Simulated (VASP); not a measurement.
# Pd (P6/mmm) in VASP: further runs, part 2 of 2

VASP 6.6.1. Earlier steps stand in the parts before.

### 3 Single point, r2SCAN, collinear spin, ferromagnetic start (volume scaled by 0.88)

Input file POSCAR:

```
Pd
1.0
    4.2818601595      0.0000000000      0.0000000000
   -2.1409300798      3.7081996735      0.0000000000
    0.0000000000      0.0000000000      2.5381380455
Pd
3
Direct
    0.0000000000      0.0000000000      1.0000000000
    0.3333333333      0.6666666667      0.5000000000
    0.6666666667      0.3333333333      0.5000000000
```

Input file INCAR.step1:

```
PREC     = Accurate       # precision mode
ENCUT    = 520            # plane-wave cutoff, eV
ISMEAR   = -1             # smearing method
SIGMA    = 0.05           # smearing width, eV
LREAL    = F              # projectors in reciprocal space
LASPH    = T              # aspherical terms in the spheres
NELM     = 150            # most SCF steps
ISPIN    = 2              # spin polarisation
MAGMOM   = 0.291 0.241 0.241 # initial moments
LMAXMIX  = 4              # l up to which the mixer works
NBANDS   = 26             # bands
GGA      = PE             # functional
ALGO     = Normal         # electronic algorithm
EDIFF    = 1E-4           # SCF threshold, eV
LWAVE    = T              # write WAVECAR
LCHARG   = F              # write CHGCAR
```

Input file INCAR.step2:

```
PREC     = Accurate       # precision mode
ENCUT    = 520            # plane-wave cutoff, eV
EDIFF    = 1E-6           # SCF threshold, eV
ISMEAR   = -1             # smearing method
SIGMA    = 0.05           # smearing width, eV
LREAL    = F              # projectors in reciprocal space
LASPH    = T              # aspherical terms in the spheres
NELM     = 150            # most SCF steps
ALGO     = Normal         # electronic algorithm
ISIF     = 2              # what is computed and relaxed
LWAVE    = F              # write WAVECAR
LCHARG   = F              # write CHGCAR
ISPIN    = 2              # spin polarisation
MAGMOM   = 0.291 0.241 0.241 # initial moments
LORBIT   = 11             # projections on sites
LMAXMIX  = 4              # l up to which the mixer works
METAGGA  = R2SCAN         # meta-GGA
LMIXTAU  = T            
NBANDS   = 26             # bands
ISTART   = 1
```

Input file KPOINTS:

```
regular mesh
0
Gamma
  9 9 13
```

Potentials or basis: VASP PAW PBE potentials, release 64 (Pd).

Run with:

```
$ cat potpaw_PBE.64/Pd/POTCAR > POTCAR
$ cp INCAR.step1 INCAR
$ mpirun -np 1 vasp_std > vasp.out
$ cp INCAR.step2 INCAR
$ mpirun -np 1 vasp_std > vasp.out
```

OUTCAR:

```text
PREC = Accurate
   ENCUT = 520
   EDIFF = 1E-6
   ISMEAR = -1
   LREAL = F
   LASPH = T
   NELM = 150
   ISIF = 2
   ISPIN = 2
   LORBIT = 11
   METAGGA = R2SCAN
   ISTART = 1

 ion  position               nearest neighbor table
   1  0.000  0.000  0.000-   2 2.78   3 2.78   2 2.78   3 2.78   2 2.78   2 2.78   3 2.78   3 2.78
                             3 2.78   3 2.78   2 2.78   2 2.78
   2  0.333  0.667  0.500-   3 2.47   3 2.47   3 2.47   1 2.78   1 2.78   1 2.78   1 2.78   1 2.78
                             1 2.78
   3  0.667  0.333  0.500-   2 2.47   2 2.47   2 2.47   1 2.78   1 2.78   1 2.78   1 2.78   1 2.78
                             1 2.78

  LATTYP: Found a hexagonal cell.
 ALAT       =     4.2818601595
 C/A-ratio  =     0.5927652821

  Lattice vectors:

 A1 = (   4.2818601595,   0.0000000000,   0.0000000000)
 A2 = (  -2.1409300798,   3.7081996735,   0.0000000000)
 A3 = (   0.0000000000,   0.0000000000,   2.5381380455)

Analysis of symmetry for initial positions (statically):
=====================================================================
 Subroutine PRICEL returns:
 Original cell was already a primitive cell.

 Routine SETGRP: Setting up the symmetry group for a
 hexagonal supercell.

 Subroutine GETGRP returns: Found 24 space group operations
 (whereof 24 operations were pure point group operations)
 out of a pool of 24 trial point group operations.

The static configuration has the point symmetry D_6h.

Analysis of symmetry for dynamics (positions and initial velocities):
=====================================================================
 Subroutine PRICEL returns:
 Original cell was already a primitive cell.

 Routine SETGRP: Setting up the symmetry group for a
 hexagonal supercell.

 Subroutine GETGRP returns: Found 24 space group operations
 (whereof 24 operations were pure point group operations)
 out of a pool of 24 trial point group operations.

The dynamic configuration has the point symmetry D_6h.

[... 158 lines left out ...]
  free energy    TOTEN  =       -68.02796812 eV

  energy without entropy =      -67.98122033  energy(sigma->0) =      -68.00459423

 E-fermi :  11.2888     XC(G=0): -14.8088

 val. band max:       11.2798279769   @ k =   0.3333   0.0000   0.2308
 cond. band min:      11.2888972281   @ k =   0.3333   0.3333   0.2308
 fundamental gap:      0.0090692512
 Fermi energy:        11.2887917030

 spin component 1

 k-point     1 :       0.0000    0.0000    0.0000
  band No.  band energies     occupation
      1       3.3312      1.00000
      2       5.0592      1.00000
      3       6.9198      1.00000
      4       7.3608      1.00000
      5       7.4031      1.00000
      6       7.4031      1.00000
[... 685 lines left out ...]
     25      31.5304      0.00000
     26      32.8812      0.00000

 [... further k-points ...]

 spin component 2

 k-point     1 :       0.0000    0.0000    0.0000
  band No.  band energies     occupation
      1       3.3312      1.00000
      2       5.0593      1.00000
      3       6.9200      1.00000
      4       7.3609      1.00000
      5       7.4032      1.00000
      6       7.4032      1.00000
[... 685 lines left out ...]
     25      31.5304      0.00000
     26      32.8813      0.00000

 [... further k-points ...]

------------------------ aborting loop because EDIFF is reached ----------------------------------------

  FORCE on cell =-STRESS in cart. coord.  units (eV):
  Direction    XX          YY          ZZ          XY          YZ          ZX
  --------------------------------------------------------------------------------------
  -------------------------------------------------------------------------------------
  Total        8.3200806      8.3200806      8.3571766     -0.0000000      0.0000000      0.0000000
  in kB      330.7708931    330.7708931    332.2456700     -0.0000000      0.0000000      0.0000000
  external PRESSURE =     331.2624854 kB  Pullay stress =       0.0000000 kB

 VOLUME and BASIS-vectors are now :
 -----------------------------------------------------------------------------
  energy-cutoff  :      520.00
  volume of cell :       40.30
      direct lattice vectors                 reciprocal lattice vectors
     4.281860159  0.000000000  0.000000000     0.233543358  0.134836321  0.000000000
    -2.140930080  3.708199673  0.000000000     0.000000000  0.269672641  0.000000000
     0.000000000  0.000000000  2.538138046     0.000000000  0.000000000  0.393989603

 POSITION                                       TOTAL-FORCE (eV/Angst)
 -----------------------------------------------------------------------------------
      0.00000      0.00000      0.00000        -0.000000      0.000000      0.000000
     -0.00000      2.47213      1.26907         0.000000     -0.000000     -0.000000
      2.14093      1.23607      1.26907        -0.000000      0.000000      0.000000
 -----------------------------------------------------------------------------------
    total drift:                               -0.000000      0.000000      0.000000

  FREE ENERGIE OF THE ION-ELECTRON SYSTEM (eV)
  ---------------------------------------------------
  free  energy   TOTEN  =       -68.0279681162 eV

  energy  without entropy=      -67.9812203341  energy(sigma->0) =      -68.00459423

 total charge

# of ion       s       p       d       tot
------------------------------------------
    1        0.542   0.529   8.592   9.663
    2        0.584   0.580   8.604   9.768
    3        0.584   0.580   8.604   9.768
--------------------------------------------------
tot          1.709   1.689  25.800  29.199

 magnetization (x)

# of ion       s       p       d       tot
------------------------------------------
    1        0.000   0.000   0.000   0.000
    2        0.000   0.000   0.000   0.000
    3        0.000   0.000   0.000   0.000
--------------------------------------------------
tot          0.000   0.000   0.000   0.001
```

OUTCAR.step1:

```text
PREC = Accurate
   ENCUT = 520
   ISMEAR = -1
   LREAL = F
   LASPH = T
[... 1641 lines left out ...]
      0.00000      0.00000      0.00000        -0.000000      0.000000      0.000000
     -0.00000      2.47213      1.26907         0.000000      0.000000      0.000000
      2.14093      1.23607      1.26907        -0.000000     -0.000000     -0.000000
 -----------------------------------------------------------------------------------
    total drift:                               -0.000000      0.000000      0.000000

  FREE ENERGIE OF THE ION-ELECTRON SYSTEM (eV)
  ---------------------------------------------------
  free  energy   TOTEN  =       -14.6977766523 eV

  energy  without entropy=      -14.6477994128  energy(sigma->0) =      -14.67278803
```

Wall time 5.6 min (1 thread of Intel Xeon Platinum 8488C (Sapphire Rapids), shared host); peak memory 0.26 GiB.

Results:

| Quantity | Value |
| --- | --- |
| Free energy | -68.0280 eV |
| Pressure | 33.1 GPa |
| Band gap on the k mesh | zero (filled and empty bands overlap) |
| Net moment | 0.00 μB per cell |
| Valence electrons inside the program's atomic spheres | Pd 9.66, 9.77 |

Caveat: the PAW data sets were made with another functional, which shifts forces and pressure a little.

### 4 Single point, r2SCAN

Input file POSCAR:

```
Pd
1.0
    4.4676835219      0.0000000000      0.0000000000
   -2.2338417610      3.8691274260      0.0000000000
    0.0000000000      0.0000000000      2.6511201885
Pd
3
Direct
    1.0000000000      0.0000000000      1.0000000000
    0.3333333333      0.6666666667      0.5000000000
    0.6666666667      0.3333333333      0.5000000000
```

Input file INCAR.step1:

```
SYSTEM = Pd
PREC = Accurate ; ENCUT = 520
ISMEAR = -1 ; SIGMA = 0.1
LREAL = .False. ; LASPH = .True.
NELM = 60 ; NBANDS = 22
GGA = PE ; ALGO = Normal
EDIFF = 1E-4 ; LWAVE = .True.
LCHARG = .False.
```

Input file INCAR.step2:

```
SYSTEM = Pd
PREC = Accurate ; ENCUT = 520
EDIFF = 1E-6 ; ISMEAR = -1
SIGMA = 0.1 ; LREAL = .False.
LASPH = .True. ; NELM = 60
ALGO = Normal ; ISIF = 2
LWAVE = .False. ; LCHARG = .False.
METAGGA = R2SCAN ; LMIXTAU = .True.
NBANDS = 22 ; ISTART = 1
```

Input file KPOINTS:

```
regular mesh
0
Gamma
  11 11 16
  0 0 0
```

Run with:

```
$ cat potpaw_PBE.64/Pd/POTCAR > POTCAR
$ cp INCAR.step1 INCAR
$ mpirun -np 1 vasp_std > vasp.out
$ cp INCAR.step2 INCAR
$ mpirun -np 1 vasp_std > vasp.out
```

Run time: 6.2 min. Hardware: 1 thread of Intel Xeon Platinum 8259CL at 2.50GHz (Skylake/Cascade Lake), shared host; peak memory 0.25 GiB.

It converged, with:

```
Free energy            : -68.6090 eV
Pressure               : 0.7 GPa
Band gap on the k mesh : zero (band 15 reaches 9.84 eV, above the bottom of band 16 at 8.80 eV)
```

Stress tensor (GPa, compression positive):
```
0.54 0.00 0.00
0.00 0.54 0.00
0.00 0.00 0.98
```

Levels at points of the mesh, in eV from the Fermi level:
```csv
k point,band 12,band 13,band 14,band 15,band 16,band 17,band 18,band 19
"(0.00, 0.00, 0.00)",-1.62,-1.46,-1.46,0.09,0.09,7.78,7.78,7.82
"(0.00, 0.00, 0.50)",-0.53,-0.22,-0.22,0.77,2.59,3.43,9.89,10.60
```

Caveat: the PAW data sets were made with another functional, which shifts forces and pressure a little.

### 5 Overview

| spin | cell | k mesh | smearing | gap on the mesh (eV) | pressure (GPa) | moment (μB) |
| --- | --- | --- | --- | --- | --- | --- |
| collinear, ferromagnetic start | a = 4.468, b = 4.468, c = 2.649 Å, angles 90.0, 90.0, 120.0°, 3 atoms | 8 × 8 × 12 | fermi-dirac 0.05 eV | none | 0.4 | 0.00 |
| collinear, ferromagnetic start | a = 4.282, b = 4.282, c = 2.538 Å, angles 90.0, 90.0, 120.0°, 3 atoms | 9 × 9 × 13 | fermi-dirac 0.05 eV | none | 33.1 | 0.00 |
| off | a = 4.468, b = 4.468, c = 2.651 Å, angles 90.0, 90.0, 120.0°, 3 atoms | 11 × 11 × 16 | fermi-dirac 0.1 eV | none | 0.7 | - |

Alike in all rows: task single point; level r2SCAN; potentials or basis VASP PAW PBE potentials, release 64 (Pd); cutoff (eV) 520.

Caveats: the PAW data sets were made with another functional, which shifts forces and pressure a little.

Absolute energies hang on the potentials; compare differences alone.
